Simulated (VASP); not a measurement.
# Ti3Pt (mix) (Pm-3n) in VASP: a series of runs

Runs on Ti3Pt (mix). Level: PBEsol. Tasks: single point, relaxation of cell and atoms.

Program: VASP 6.6.1. These are calculated values, not measurements. Logs are shortened: lines on timing, memory, paths and dates and some standing lists are left out, and cuts for length are marked.

**1. The cell of the first run**

Symmetry: Pm-3n, No. 223, cubic system. Conventional cell: a = 4.981 Å, b = 4.981 Å, c = 4.981 Å, α = 90.00°, β = 90.00°, γ = 90.00°. Ti (site symmetry -4m2) has 10 Ti at 2.49 to 3.05 Å and 4 Pt at 2.78 Å within 3.3 Å. Within 3.7 Å of Pt (site symmetry m-3) lie 12 Ti at 2.78 Å.

**2. Single point, PBEsol**

INCAR reads:

```
ALGO = Normal
EDIFF = 1E-6
ENCUT = 520
GGA = PS
ISIF = 2
ISMEAR = 0
LASPH = T
LCHARG = F
LREAL = F
LWAVE = F
NBANDS = 56
NELM = 100
PREC = Accurate
SIGMA = 0.1
```

KPOINTS reads:

```
k-points
0
Gamma
  8 8 8
```

POSCAR reads:

```
Ti3Pt
1.0
    4.9812667673      0.0000000000      0.0000000000
    0.0000000000      4.9812667673      0.0000000000
    0.0000000000      0.0000000000      4.9812667673
Ti Pt
6 2
Direct
    0.2500000000      0.0000000000      0.5000000000
    0.5000000000      0.7500000000      0.0000000000
    0.7500000000      0.0000000000      0.5000000000
    0.5000000000      0.2500000000      0.0000000000
    0.0000000000      0.5000000000      0.7500000000
    0.0000000000      0.5000000000      0.2500000000
    0.0000000000      0.0000000000      0.0000000000
    0.5000000000      0.5000000000      0.5000000000
```

Potentials or basis: VASP PAW PBE potentials, release 64 (Ti_sv, Pt).

The run is started by

```console
$ cat potpaw_PBE.64/Ti_sv/POTCAR potpaw_PBE.64/Pt/POTCAR > POTCAR
$ mpirun -np 1 vasp_std > vasp.out
```

OUTCAR:

```text
EDIFF = 1E-6
   ENCUT = 520
   GGA = PS
   ISIF = 2
   ISMEAR = 0
   LASPH = T
   LREAL = F
   NELM = 100
   PREC = Accurate

 ion  position               nearest neighbor table
   1  0.250  0.000  0.500-   3 2.49   3 2.49   8 2.78   7 2.78   8 2.78   7 2.78
   2  0.500  0.750  0.000-   4 2.49   4 2.49   8 2.78   8 2.78   7 2.78   7 2.78
   3  0.750  0.000  0.500-   1 2.49   1 2.49   8 2.78   7 2.78   8 2.78   7 2.78
   4  0.500  0.250  0.000-   2 2.49   2 2.49   8 2.78   8 2.78   7 2.78   7 2.78
   5  0.000  0.500  0.750-   6 2.49   6 2.49   8 2.78   7 2.78   7 2.78   8 2.78
   6  0.000  0.500  0.250-   5 2.49   5 2.49   8 2.78   7 2.78   7 2.78   8 2.78
   7  0.000  0.000  0.000-   1 2.78   2 2.78   3 2.78   4 2.78   5 2.78   6 2.78   1 2.78   3 2.78
                             5 2.78   6 2.78   2 2.78   4 2.78
   8  0.500  0.500  0.500-   1 2.78   2 2.78   3 2.78   4 2.78   5 2.78   6 2.78   2 2.78   4 2.78
                             1 2.78   3 2.78   5 2.78   6 2.78

  LATTYP: Found a simple cubic cell.
 ALAT       =     4.9812667673

  Lattice vectors:

 A1 = (   4.9812667673,   0.0000000000,   0.0000000000)
 A2 = (   0.0000000000,   4.9812667673,   0.0000000000)
 A3 = (   0.0000000000,   0.0000000000,   4.9812667673)

Analysis of symmetry for initial positions (statically):
=====================================================================
 Subroutine PRICEL returns:
 Original cell was already a primitive cell.

 Routine SETGRP: Setting up the symmetry group for a
 simple cubic supercell.

 Subroutine GETGRP returns: Found 48 space group operations
 (whereof 24 operations were pure point group operations)
 out of a pool of 48 trial point group operations.

The static configuration has the point symmetry T_h .
 The point group associated with its full space group is O_h .

Analysis of symmetry for dynamics (positions and initial velocities):
=====================================================================
 Subroutine PRICEL returns:
 Original cell was already a primitive cell.

 Routine SETGRP: Setting up the symmetry group for a
 simple cubic supercell.

 Subroutine GETGRP returns: Found 48 space group operations
 (whereof 24 operations were pure point group operations)
 out of a pool of 48 trial point group operations.

The dynamic configuration has the point symmetry T_h .
 The point group associated with its full space group is O_h .

 Subroutine INISYM returns: Found 48 space group operations
 (whereof 24 operations are pure point group operations),
 and found     1 'primitive' translations

----------------------------------------------------------------------------------------

                                     Primitive cell

  volume of cell :     123.6003

  direct lattice vectors                    reciprocal lattice vectors
     4.981266767  0.000000000  0.000000000     0.200752147  0.000000000  0.000000000
     0.000000000  4.981266767  0.000000000     0.000000000  0.200752147  0.000000000
     0.000000000  0.000000000  4.981266767     0.000000000  0.000000000  0.200752147

  length of vectors
     4.981266767  4.981266767  4.981266767     0.200752147  0.200752147  0.200752147

  position of ions in fractional coordinates (direct lattice)
     0.250000000  0.000000000  0.500000000
     0.500000000  0.750000000  0.000000000
     0.750000000  0.000000000  0.500000000
     0.500000000  0.250000000  0.000000000
     0.000000000  0.500000000  0.750000000
     0.000000000  0.500000000  0.250000000
     0.000000000  0.000000000  0.000000000
     0.500000000  0.500000000  0.500000000

  ion indices of the primitive-cell ions
   primitive index   ion index
                 1           1
                 2           2
                 3           3
                 4           4
                 5           5
                 6           6
                 7           7
                 8           8

----------------------------------------------------------------------------------------

 KPOINTS: k-points

Automatic generation of k-mesh.
 Grid dimensions read from file:
 generate k-points for:    8    8    8

 Generating k-lattice:

  Cartesian coordinates                     Fractional coordinates (reciprocal lattice)
     0.025094018  0.000000000  0.000000000     0.125000000  0.000000000  0.000000000
     0.000000000  0.025094018  0.000000000     0.000000000  0.125000000  0.000000000
     0.000000000  0.000000000  0.025094018     0.000000000  0.000000000  0.125000000

  Length of vectors
     0.025094018  0.025094018  0.025094018

  Shift w.r.t. Gamma in fractional coordinates (k-lattice)
     0.000000000  0.000000000  0.000000000

 Subroutine IBZKPT returns following result:
 ===========================================

 Found     35 irreducible k-points:

 Following reciprocal coordinates:
            Coordinates               Weight
  0.000000  0.000000  0.000000      1.000000
  0.125000  0.000000  0.000000      6.000000
  0.250000  0.000000  0.000000      6.000000
  0.375000  0.000000  0.000000      6.000000
  0.500000  0.000000  0.000000      3.000000
  0.125000  0.125000  0.000000     12.000000
[... 16 lines left out ...]
  0.375000  0.375000  0.125000     24.000000
  0.500000  0.375000  0.125000     24.000000
 [... further k-points ...]
   k-points           NKPTS =     35   k-points in BZ     NKDIM =     35   number of bands    NBANDS=     56
   number of dos      NEDOS =    301   number of ions     NIONS =      8
   total plane-waves  NPLWV =  64000
   dimension x,y,z NGX =    40 NGY =   40 NGZ =   40
   dimension x,y,z NGXF=    80 NGYF=   80 NGZF=   80
   ions per type =               6   2
   NGX,Y,Z   is equivalent  to a cutoff of  13.35, 13.35, 13.35 a.u.
   NGXF,Y,Z  is equivalent  to a cutoff of  26.70, 26.70, 26.70 a.u.
 SYSTEM =  unknown system
   PREC   = accura    normal or accurate (medium, high low for compatibility)
   ISTART =      0    job   : 0-new  1-cont  2-samecut
   ICHARG =      2    charge: 1-file 2-atom 10-const
   ISPIN  =      1    spin polarized calculation?
   LNONCOLLINEAR =      F non collinear calculations
   LSORBIT =      F    spin-orbit coupling
   LASPH  =      T    aspherical Exc in radial PAW
   ENCUT  =  520.0 eV  38.22 Ry    6.18 a.u.   9.26  9.26  9.26*2*pi/ulx,y,z
   NELM   =    100;   NELMIN=  2; NELMDL= -5     # of ELM steps
   EDIFF  = 0.1E-05   stopping-criterion for ELM
   LREAL  =      F    real-space projection
   EDIFFG = 0.1E-04   stopping-criterion for IOM
   NSW    =      0    number of steps for IOM
   IBRION =     -1    ionic relax: 0-MD 1-quasi-New 2-CG
   NFREE  =      0    steps in history (QN), initial steepest desc. (CG)
   ISIF   =      2    stress and relaxation
   ISYM   =      2    0-nonsym 1-usesym 2-fastsym
   POTIM  = 0.5000    time-step for ionic-motion
   TEBEG  =    0.0;   TEEND  =   0.0 temperature during run
   PSTRESS=    0.0 pullay stress
   NELECT =      92.0000    total number of electrons
   NUPDOWN=      -1.0000    fix difference up-down
   EMIN   =  10.00;   EMAX   =-10.00  energy-range for DOS
   EFERMI =   0.00;   METHOD = LEGACY
   ISMEAR =     0;   SIGMA  =   0.10  broadening in eV -4-tet -1-fermi 0-gaus
   EFERMI_NEDOS =   21; number of points for ismear=-14 and -15
   IALGO  =     38    algorithm
   IMIX   =      4    mixing-type and parameters
     AMIX     =   0.40;   BMIX     =  1.00
     AMIX_MAG =   1.60;   BMIX_MAG =  1.00
  volume/ion in A,a.u.               =      15.45       104.26
  Fermi-wavevector in a.u.,A,eV,Ry     =   1.483648  2.803689 29.949313  2.201212
  Thomas-Fermi vector in A             =   2.597284
   LORBIT       =      0    0 simple, 1 ext, 2 COOP (PROOUT), +10 PAW based schemes
   GGA     = PS    functional components
   LHFCALC =     F    Hartree Fock is set to
   AEXX    =    0.0000 exact exchange contribution
   IVDW    =     0    specifies the selected vdW correction
   LEPSILON=     F    determine dielectric tensor
   LRPA    =     F    only Hartree local field effects (RPA)
 non-spin polarized calculation
 Gauss-broadening in eV      SIGMA  =   0.10
  energy-cutoff  :      520.00
  volume of cell :      123.60
 maximum number of plane-waves:      3362
 NGX is ok and might be reduce to    40
   NGX = 19   NGY = 19   NGZ = 19

 number of electron      91.9999959 magnetization

 Free energy of the ion-electron system (eV)
  ---------------------------------------------------
  ext. energy  EPLUGINS =         0.00000000
  ---------------------------------------------------
  free energy    TOTEN  =       -69.40331308 eV

  energy without entropy =      -69.35900245  energy(sigma->0) =      -69.38115777

 E-fermi :   9.6209     XC(G=0): -12.5250

 val. band max:        9.6190129778   @ k =   0.5000   0.5000   0.5000
 cond. band min:       9.6428016544   @ k =   0.5000   0.5000   0.3750
 fundamental gap:      0.0237886766
 Fermi energy:         9.6209181829

 k-point     1 :       0.0000    0.0000    0.0000
  band No.  band energies     occupation
      1     -46.6360      2.00000
      2     -46.5644      2.00000
      3     -46.5644      2.00000
      4     -46.3685      2.00000
      5     -46.3685      2.00000
      6     -46.3685      2.00000
[... 48 lines left out ...]
     55      12.1845      0.00000
     56      12.1845      0.00000

 k-point     2 :       0.1250    0.0000    0.0000
  band No.  band energies     occupation
      1     -46.6316      2.00000
      2     -46.5664      2.00000
      3     -46.5588      2.00000
      4     -46.3769      2.00000
      5     -46.3685      2.00000
      6     -46.3685      2.00000
[... 48 lines left out ...]
     55      12.2081      0.00000
     56      12.2251      0.00000
[... 1237 lines left out ...]
     55      11.7867      0.00000
     56      11.9270      0.00000

 k-point    24 :       0.5000    0.3750    0.1250
  band No.  band energies     occupation
      1     -46.5804      2.00000
      2     -46.5285      2.00000
      3     -46.4791      2.00000
      4     -46.4760      2.00000
      5     -46.4339      2.00000
      6     -46.3772      2.00000
[... 48 lines left out ...]
     55      11.6617      0.00000
     56      11.8200      0.00000

 [... further k-points ...]

------------------------ aborting loop because EDIFF is reached ----------------------------------------

  FORCE on cell =-STRESS in cart. coord.  units (eV):
  Direction    XX          YY          ZZ          XY          YZ          ZX
  --------------------------------------------------------------------------------------
  -------------------------------------------------------------------------------------
  Total       -0.1638876     -0.1638876     -0.1638876     -0.0000000      0.0000000      0.0000000
  in kB       -2.1244054     -2.1244054     -2.1244054     -0.0000000      0.0000000      0.0000000
  external PRESSURE =      -2.1244054 kB  Pullay stress =       0.0000000 kB

 VOLUME and BASIS-vectors are now :
 -----------------------------------------------------------------------------
  energy-cutoff  :      520.00
  volume of cell :      123.60
      direct lattice vectors                 reciprocal lattice vectors
     4.981266767  0.000000000  0.000000000     0.200752147  0.000000000  0.000000000
     0.000000000  4.981266767  0.000000000     0.000000000  0.200752147  0.000000000
     0.000000000  0.000000000  4.981266767     0.000000000  0.000000000  0.200752147

 POSITION                                       TOTAL-FORCE (eV/Angst)
 -----------------------------------------------------------------------------------
      1.24532      0.00000      2.49063        -0.000000     -0.000000     -0.000000
      2.49063      3.73595      0.00000         0.000000     -0.000000      0.000000
      3.73595      0.00000      2.49063         0.000000      0.000000      0.000000
      2.49063      1.24532      0.00000         0.000000     -0.000000     -0.000000
      0.00000      2.49063      3.73595        -0.000000      0.000000     -0.000000
      0.00000      2.49063      1.24532        -0.000000      0.000000     -0.000000
      0.00000      0.00000      0.00000        -0.000000     -0.000000     -0.000000
      2.49063      2.49063      2.49063        -0.000000     -0.000000     -0.000000
 -----------------------------------------------------------------------------------
    total drift:                                0.000000     -0.000000      0.000000

  FREE ENERGIE OF THE ION-ELECTRON SYSTEM (eV)
  ---------------------------------------------------
  free  energy   TOTEN  =       -69.4033130843 eV

  energy  without entropy=      -69.3590024506  energy(sigma->0) =      -69.38115777
```

Wall time 5.9 min (1 thread of Intel Xeon Platinum 8259CL at 2.50GHz (Skylake/Cascade Lake), shared host); peak memory 0.35 GiB.

What came out:

```
Free energy            : -69.4033 eV
Pressure               : -0.2 GPa
Band gap on the k mesh : zero (band 46 reaches 9.76 eV, above the bottom of band 47 at 9.23 eV)
```

Levels at points of the mesh, in eV from the Fermi level:
```csv
k point,band 43,band 44,band 45,band 46,band 47,band 48,band 49,band 50
"(0.00, 0.00, 0.00)",-0.90,-0.83,-0.83,-0.83,-0.39,-0.39,-0.39,1.07
"(0.50, 0.00, 0.00)",-0.59,-0.59,0.14,0.14,0.26,0.26,0.83,0.83
"(0.50, 0.50, 0.00)",-0.41,-0.36,-0.19,0.13,0.13,0.99,0.99,1.11
"(0.50, 0.50, 0.50)",0.00,0.00,0.00,0.00,0.00,0.00,1.67,1.67
```

Caveat: the PAW data sets were made with another functional, which shifts forces and pressure a little; spin-orbit coupling is left out, which moves the levels of the heavy elements.

**3. Relaxation of cell and atoms, PBEsol**

This run uses another cell than the first one, of 15.91 Å³/atom, 1.030 times its volume.

INCAR reads:

```
SYSTEM = Ti3Pt
PREC = Accurate
ENCUT = 600
EDIFF = 1E-6
ISMEAR = 0
SIGMA = 0.1
LREAL = .FALSE.
LASPH = .TRUE.
NELM = 100
ALGO = Normal
ISIF = 3
LWAVE = .FALSE.
LCHARG = .FALSE.
GGA = PS
IBRION = 2
NSW = 100
EDIFFG = -0.002
```

KPOINTS reads:

```
regular mesh
0
G
  8 8 8
  0 0 0
```

Changes to POSCAR since step 2:

```diff
@@ -2,5 +2,5 @@
 1.0
-    4.9812667673      0.0000000000      0.0000000000
-    0.0000000000      4.9812667673      0.0000000000
-    0.0000000000      0.0000000000      4.9812667673
+    5.0300000000      0.0000000000      0.0000000000
+    0.0000000000      5.0300000000      0.0000000000
+    0.0000000000      0.0000000000      5.0300000000
 Ti Pt
```

Potentials or basis: VASP PAW PBE potentials, release 64 (Ti_sv, Pt).

The run is started by

```console
$ cat potpaw_PBE.64/Ti_sv/POTCAR potpaw_PBE.64/Pt/POTCAR > POTCAR
$ mpirun -np 1 vasp_std > vasp.out
```

Wall time 19 min (1 thread of Intel Xeon Platinum 8259CL at 2.50GHz (Skylake/Cascade Lake), shared host); peak memory 0.4 GiB.

The run converged. Its results:

* Free energy: -69.4041 eV
* Relaxed volume: 15.43 Å³/atom
* Relaxed cell: a = 4.980 Å, b = 4.980 Å, c = 4.980 Å, α = 90.00°, β = 90.00°, γ = 90.00°
* Space group after relaxing (to 0.05 Å): Pm-3n (No. 223)
* Energy gained by relaxing: 7.6 meV/atom
* Ionic steps: 3
* Pressure after relaxing: 0.0 GPa
* Band gap on the k mesh: zero (band 46 reaches 9.78 eV, above the bottom of band 47 at 9.25 eV)

The path:
```
step  energy change (eV)  largest force (eV/Å)  pressure (GPa)  volume (Å³)
   1              0.0000                0.0000           -4.93       127.26
   2              0.0545                0.0000            7.68       118.47
   3             -0.0604                0.0000           -0.01       123.47
```

Final structure:
```xyz
8
Lattice="4.9795 0.0000 0.0000 0.0000 4.9795 0.0000 0.0000 0.0000 4.9795" Properties=species:S:1:pos:R:3 pbc="T T T"
Ti    1.2449    0.0000    2.4898
Ti    2.4898    3.7346    0.0000
Ti    3.7346    0.0000    2.4898
Ti    2.4898    1.2449    0.0000
Ti    0.0000    2.4898    3.7346
Ti    0.0000    2.4898    1.2449
Pt    0.0000    0.0000    0.0000
Pt    2.4898    2.4898    2.4898
```

Levels at points of the mesh, in eV from the Fermi level:
```
           k point  band 44  band 45  band 46  band 47  band 48  band 49
(0.00, 0.00, 0.00)    -0.83    -0.83    -0.83    -0.39    -0.39    -0.39
(0.50, 0.00, 0.00)    -0.59     0.14     0.14     0.26     0.26     0.83
(0.50, 0.50, 0.00)    -0.36    -0.19     0.13     0.13     0.99     0.99
(0.50, 0.50, 0.50)     0.00     0.00     0.00     0.00     0.00     1.67
```

Caveat: the PAW data sets were made with another functional, which shifts forces and pressure a little; spin-orbit coupling is left out, which moves the levels of the heavy elements.

**4. Single point, PBEsol**

This run uses another cell than the first one, of 15.91 Å³/atom, 1.030 times its volume.

INCAR reads:

```
ALGO = Normal
EDIFF = 1E-6
ENCUT = 520
GGA = PS
ISIF = 2
ISMEAR = 0
LASPH = T
LCHARG = F
LREAL = F
LWAVE = F
NBANDS = 56
NELM = 100
PREC = Accurate
SIGMA = 0.1
```

KPOINTS reads:

```
k-points
0
Gamma
  4 4 4
```

POSCAR is that of step 3.

The run is started by

```console
$ cat potpaw_PBE.64/Ti_sv/POTCAR potpaw_PBE.64/Pt/POTCAR > POTCAR
$ mpirun -np 1 vasp_std > vasp.out
```

Run time: 2 min. Hardware: 1 thread of Intel Xeon Platinum 8259CL at 2.50GHz (Skylake/Cascade Lake), shared host; peak memory 0.26 GiB.

The run converged. Its results:

```
Free energy            : -69.3547 eV
Pressure               : -5.1 GPa
Band gap on the k mesh : zero (band 46 reaches 9.38 eV, above the bottom of band 47 at 8.86 eV)
```

Levels at points of the mesh, in eV from the Fermi level:
| k point | band 42 | band 43 | band 44 | band 45 | band 46 | band 47 | band 48 | band 49 | band 50 | band 51 |
| --- | --- | --- | --- | --- | --- | --- | --- | --- | --- | --- |
| (0.00, 0.00, 0.00) | -0.91 | -0.87 | -0.83 | -0.83 | -0.83 | -0.39 | -0.39 | -0.33 | 1.03 | 1.03 |
| (0.50, 0.00, 0.00) | -1.03 | -0.56 | -0.56 | 0.13 | 0.13 | 0.25 | 0.25 | 0.82 | 0.82 | 1.03 |
| (0.50, 0.50, 0.00) | -0.41 | -0.38 | -0.35 | -0.18 | 0.11 | 0.11 | 1.00 | 1.00 | 1.07 | 1.62 |
| (0.50, 0.50, 0.50) | -1.14 | 0.01 | 0.01 | 0.01 | 0.01 | 0.01 | 0.01 | 1.61 | 1.61 | 1.61 |

Caveat: the PAW data sets were made with another functional, which shifts forces and pressure a little; spin-orbit coupling is left out, which moves the levels of the heavy elements.

**5. Overview**

```csv
task,cell,k mesh,cutoff (eV),gap on the mesh (eV),pressure (GPa)
single point,"a = 4.981 Å, 8 atoms",8 × 8 × 8,520,none,-0.2
relaxation of cell and atoms,"relaxed from a = 5.030 Å, 8 atoms",8 × 8 × 8,600,none,0.0
single point,"a = 5.030 Å, 8 atoms",4 × 4 × 4,520,none,-5.1
```

Alike in all rows: level PBEsol; potentials or basis VASP PAW PBE potentials, release 64 (Ti_sv, Pt); no spin polarisation; smearing gaussian 0.1 eV.

Caveats: the PAW data sets were made with another functional, which shifts forces and pressure a little; spin-orbit coupling is left out, which moves the levels of the heavy elements.

Absolute energies hang on the potentials; compare differences alone.
